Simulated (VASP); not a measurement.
# ScSi2 (Cmmm) in VASP: a series of runs, part 2 of 2

VASP 6.6.1. The steps go on from the part before.

## 3. Single point, PBE (shortest bond scaled by 0.7)

The input, INCAR:

```
SYSTEM = ScSi2
PREC = Accurate
ENCUT = 520
EDIFF = 1E-7
ISMEAR = -1
SIGMA = 0.05
LREAL = .False.
LASPH = .True.
NELM = 60
ALGO = Normal
ISIF = 2
LWAVE = .False.
LCHARG = .False.
GGA = PE
NBANDS = 16
```

The input, KPOINTS:

```
Automatic mesh
0
Gamma
  10 10 8
  0 0 0
```

The input, POSCAR:

```
ScSi2
1.0
    3.6600000000      0.0000000000      0.0000000000
   -1.8300000000      3.1696529779      0.0000000000
    0.0000000000      0.0000000000      3.8700000000
Sc Si
1 2
Direct
    0.0000000000      0.0000000000      0.0000000000
    0.2333333333      0.6166666667      0.5000000000
    0.7666666667      0.3833333333      0.5000000000
```

Potentials or basis: VASP PAW PBE potentials, release 64 (Sc_sv, Si).

On the command line:

```console
cat potpaw_PBE.64/Sc_sv/POTCAR potpaw_PBE.64/Si/POTCAR > POTCAR
mpirun -np 1 vasp_std > vasp.out
```

OUTCAR:

```text
SYSTEM = ScSi2
   PREC = Accurate
   ENCUT = 520
   EDIFF = 1E-7
   ISMEAR = -1
   LREAL = .False.
   LASPH = .True.
   NELM = 60
   ISIF = 2
   GGA = PE

 ion  position               nearest neighbor table
   1  0.000  0.000  0.000-   2 2.76   3 2.76   2 2.76   3 2.76   2 2.76   2 2.76   3 2.76   3 2.76
                             3 3.11   3 3.11   2 3.11   2 3.11
   2  0.233  0.617  0.500-   3 1.48   3 2.49   3 2.49   1 2.76   1 2.76   1 2.76   1 2.76   1 3.11
                             1 3.11
   3  0.767  0.383  0.500-   2 1.48   2 2.49   2 2.49   1 2.76   1 2.76   1 2.76   1 2.76   1 3.11
                             1 3.11

 -----------------------------------------------------------------------------
|                                                                             |
|           W    W    AA    RRRRR   N    N  II  N    N   GGGG   !!!           |
|           W    W   A  A   R    R  NN   N  II  NN   N  G    G  !!!           |
|           W    W  A    A  R    R  N N  N  II  N N  N  G       !!!           |
|           W WW W  AAAAAA  RRRRR   N  N N  II  N  N N  G  GGG   !            |
|           WW  WW  A    A  R   R   N   NN  II  N   NN  G    G                |
|           W    W  A    A  R    R  N    N  II  N    N   GGGG   !!!           |
|                                                                             |
|     The distance between some ions is very small. Please check the          |
|     nearest-neighbor list in the OUTCAR file.                               |
|     I HOPE YOU KNOW WHAT YOU ARE DOING!                                     |
|                                                                             |
 -----------------------------------------------------------------------------

  LATTYP: Found a hexagonal cell.
 ALAT       =     3.6600000000
 C/A-ratio  =     1.0573770492

  Lattice vectors:

 A1 = (   3.6600000000,   0.0000000000,   0.0000000000)
 A2 = (  -1.8300000000,   3.1696529779,   0.0000000000)
 A3 = (   0.0000000000,   0.0000000000,   3.8700000000)

Analysis of symmetry for initial positions (statically):
=====================================================================
 Subroutine PRICEL returns:
 Original cell was already a primitive cell.

 Routine SETGRP: Setting up the symmetry group for a
 hexagonal supercell.

 Subroutine GETGRP returns: Found  8 space group operations
 (whereof  8 operations were pure point group operations)
 out of a pool of 24 trial point group operations.

The static configuration has the point symmetry D_2h.

Analysis of symmetry for dynamics (positions and initial velocities):
=====================================================================
 Subroutine PRICEL returns:
 Original cell was already a primitive cell.

 Routine SETGRP: Setting up the symmetry group for a
 hexagonal supercell.

 Subroutine GETGRP returns: Found  8 space group operations
 (whereof  8 operations were pure point group operations)
 out of a pool of 24 trial point group operations.

The dynamic configuration has the point symmetry D_2h.

 Subroutine INISYM returns: Found  8 space group operations
 (whereof  8 operations are pure point group operations),
 and found     1 'primitive' translations

----------------------------------------------------------------------------------------

[... 45 lines left out ...]
 ===========================================

 Found    155 irreducible k-points:

 Following reciprocal coordinates:
            Coordinates               Weight
  0.000000  0.000000  0.000000      1.000000
  0.100000 -0.000000  0.000000      2.000000
  0.000000  0.100000  0.000000      4.000000
  0.200000 -0.000000  0.000000      2.000000
  0.000000  0.200000  0.000000      4.000000
  0.300000 -0.000000  0.000000      2.000000
[... 16 lines left out ...]
  0.200000  0.200000  0.000000      4.000000
 -0.200000  0.400000  0.000000      2.000000
 [... further k-points ...]
   k-points           NKPTS =    155   k-points in BZ     NKDIM =    155   number of bands    NBANDS=     16
   number of dos      NEDOS =    301   number of ions     NIONS =      3
   total plane-waves  NPLWV =  23520
   dimension x,y,z NGX =    28 NGY =   28 NGZ =   30
   dimension x,y,z NGXF=    56 NGYF=   56 NGZF=   60
   ions per type =               1   2
   NGX,Y,Z   is equivalent  to a cutoff of  12.72, 12.72, 12.89 a.u.
   NGXF,Y,Z  is equivalent  to a cutoff of  25.44, 25.44, 25.77 a.u.
 SYSTEM =  ScSi2
   PREC   = accura    normal or accurate (medium, high low for compatibility)
   ISTART =      0    job   : 0-new  1-cont  2-samecut
   ICHARG =      2    charge: 1-file 2-atom 10-const
   ISPIN  =      1    spin polarized calculation?
   LNONCOLLINEAR =      F non collinear calculations
   LSORBIT =      F    spin-orbit coupling
   LASPH  =      T    aspherical Exc in radial PAW
   ENCUT  =  520.0 eV  38.22 Ry    6.18 a.u.   6.81  6.81  7.20*2*pi/ulx,y,z
   NELM   =     60;   NELMIN=  2; NELMDL= -5     # of ELM steps
   EDIFF  = 0.1E-06   stopping-criterion for ELM
   LREAL  =      F    real-space projection
   EDIFFG = 0.1E-05   stopping-criterion for IOM
   NSW    =      0    number of steps for IOM
   IBRION =     -1    ionic relax: 0-MD 1-quasi-New 2-CG
   NFREE  =      0    steps in history (QN), initial steepest desc. (CG)
   ISIF   =      2    stress and relaxation
   ISYM   =      2    0-nonsym 1-usesym 2-fastsym
   POTIM  = 0.5000    time-step for ionic-motion
   TEBEG  =    0.0;   TEEND  =   0.0 temperature during run
   PSTRESS=    0.0 pullay stress
   NELECT =      19.0000    total number of electrons
   NUPDOWN=      -1.0000    fix difference up-down
   EMIN   =  10.00;   EMAX   =-10.00  energy-range for DOS
   EFERMI =   0.00;   METHOD = LEGACY
   ISMEAR =    -1;   SIGMA  =   0.05  broadening in eV -4-tet -1-fermi 0-gaus
   EFERMI_NEDOS =   21; number of points for ismear=-14 and -15
   IALGO  =     38    algorithm
   IMIX   =      4    mixing-type and parameters
     AMIX     =   0.40;   BMIX     =  1.00
     AMIX_MAG =   1.60;   BMIX_MAG =  1.00
  volume/ion in A,a.u.               =      14.97       100.99
  Fermi-wavevector in a.u.,A,eV,Ry     =   1.229112  2.322685 20.554542  1.510716
  Thomas-Fermi vector in A             =   2.364012
   LORBIT       =      0    0 simple, 1 ext, 2 COOP (PROOUT), +10 PAW based schemes
   GGA     = PE    functional components
   LHFCALC =     F    Hartree Fock is set to
   AEXX    =    0.0000 exact exchange contribution
   IVDW    =     0    specifies the selected vdW correction
   LEPSILON=     F    determine dielectric tensor
   LRPA    =     F    only Hartree local field effects (RPA)
 non-spin polarized calculation
  energy-cutoff  :      520.00
  volume of cell :       44.90
 maximum number of plane-waves:      1220
   NGX = 13   NGY = 13   NGZ = 15

 number of electron      19.0000001 magnetization

 Free energy of the ion-electron system (eV)
  ---------------------------------------------------
  ext. energy  EPLUGINS =         0.00000000
  ---------------------------------------------------
  free energy    TOTEN  =        -7.24049169 eV

  energy without entropy =       -7.22955273  energy(sigma->0) =       -7.23502221

 E-fermi :   9.0710     XC(G=0): -11.1538

 val. band max:        9.0665902427   @ k =   0.1000  -0.0000   0.3750
 cond. band min:       9.0831546228   @ k =  -0.4000   0.3000   0.2500
 fundamental gap:      0.0165643801
 Fermi energy:         9.0710359979

 k-point     1 :       0.0000    0.0000    0.0000
  band No.  band energies     occupation
      1     -40.6559      2.00000
      2     -19.3907      2.00000
      3     -19.3053      2.00000
      4     -19.2227      2.00000
      5      -4.7524      2.00000
      6       5.0299      2.00000
[... 433 lines left out ...]
      3     -19.3735      2.00000
      4     -19.2543      2.00000
      5      -3.2810      2.00000
      6       2.6209      2.00000
[... 8 lines left out ...]
     15      13.5342      0.00000
     16      14.0758      0.00000

 [... further k-points ...]
[... 5 lines left out ...]
  --------------------------------------------------------------------------------------
  -------------------------------------------------------------------------------------
  Total       50.8348445     18.2828273     -0.1341668     28.1908739      0.0000000      0.0000000
  in kB     1814.1296195    652.4544098     -4.7879745   1006.0402426      0.0000000      0.0000000
  external PRESSURE =     820.5986849 kB  Pullay stress =       0.0000000 kB

 VOLUME and BASIS-vectors are now :
 -----------------------------------------------------------------------------
  energy-cutoff  :      520.00
  volume of cell :       44.90
      direct lattice vectors                 reciprocal lattice vectors
     3.660000000  0.000000000  0.000000000     0.273224044  0.157745975  0.000000000
    -1.830000000  3.169652978  0.000000000     0.000000000  0.315491950  0.000000000
     0.000000000  0.000000000  3.870000000     0.000000000  0.000000000  0.258397933

 POSITION                                       TOTAL-FORCE (eV/Angst)
 -----------------------------------------------------------------------------------
      0.00000      0.00000      0.00000        -0.000000      0.000000      0.000000
     -0.27450      1.95462      1.93500        39.439284     22.770281      0.000000
      2.10450      1.21503      1.93500       -39.439284    -22.770281     -0.000000
 -----------------------------------------------------------------------------------
    total drift:                                0.000000     -0.000000     -0.000000

  FREE ENERGIE OF THE ION-ELECTRON SYSTEM (eV)
  ---------------------------------------------------
  free  energy   TOTEN  =        -7.2404916933 eV

  energy  without entropy=       -7.2295527348  energy(sigma->0) =       -7.23502221
```

OSZICAR:

```text
N       E                     dE             d eps       ncg     rms          rms(c)
DAV:   1     0.134565165769E+03    0.13457E+03   -0.82443E+03  4984   0.112E+03
DAV:   2    -0.420347097483E+01   -0.13877E+03   -0.13549E+03  5112   0.331E+02
DAV:   3    -0.115245184057E+02   -0.73210E+01   -0.71291E+01  8008   0.706E+01
DAV:   4    -0.116970072328E+02   -0.17249E+00   -0.17224E+00  6360   0.101E+01
DAV:   5    -0.117018049996E+02   -0.47978E-02   -0.47974E-02  7504   0.158E+00    0.125E+01
DAV:   6    -0.726196729725E+01    0.44398E+01   -0.14554E+01  8416   0.325E+01    0.550E+00
DAV:   7    -0.726499588827E+01   -0.30286E-02   -0.14868E+00  6120   0.702E+00    0.346E+00
DAV:   8    -0.724569922668E+01    0.19297E-01   -0.59452E-02  7016   0.172E+00    0.128E+00
DAV:   9    -0.724072199722E+01    0.49772E-02   -0.86357E-03  8136   0.846E-01    0.293E-01
DAV:  10    -0.724070139935E+01    0.20598E-04   -0.33401E-03  8128   0.594E-01    0.140E-01
DAV:  11    -0.724050933120E+01    0.19207E-03   -0.17213E-03  8352   0.400E-01    0.301E-02
DAV:  12    -0.724049214085E+01    0.17190E-04   -0.10938E-04  8152   0.105E-01    0.105E-02
DAV:  13    -0.724049205256E+01    0.88287E-07   -0.30327E-06  6872   0.118E-02    0.518E-03
DAV:  14    -0.724049174964E+01    0.30292E-06   -0.31830E-06  8080   0.178E-02    0.189E-03
DAV:  15    -0.724049169330E+01    0.56342E-07   -0.10788E-07  3400   0.295E-03
   1 F= -.72404917E+01 E0= -.72350222E+01  d E =-.109390E-01
```

Run time: 2 min. Hardware: 1 thread of Intel Xeon Platinum 8259CL at 2.50GHz (Skylake/Cascade Lake), shared host; peak memory 0.24 GiB.

Results:

| Property | Result |
| --- | --- |
| Free energy | -7.2405 eV |
| Pressure | 82.1 GPa |
| Largest force | 45.541 eV/Å |

Forces in eV/Å, atoms in the order of the input:
```
Sc    0.000   0.000   0.000
Si   39.439  22.770   0.000
Si  -39.439 -22.770   0.000
```

Caveat: the cell differs from its parent crystal (shortest bond scaled by 0.7); forces of over 1 eV/Å act on the atoms, so gaps and moduli don't describe the material at rest.
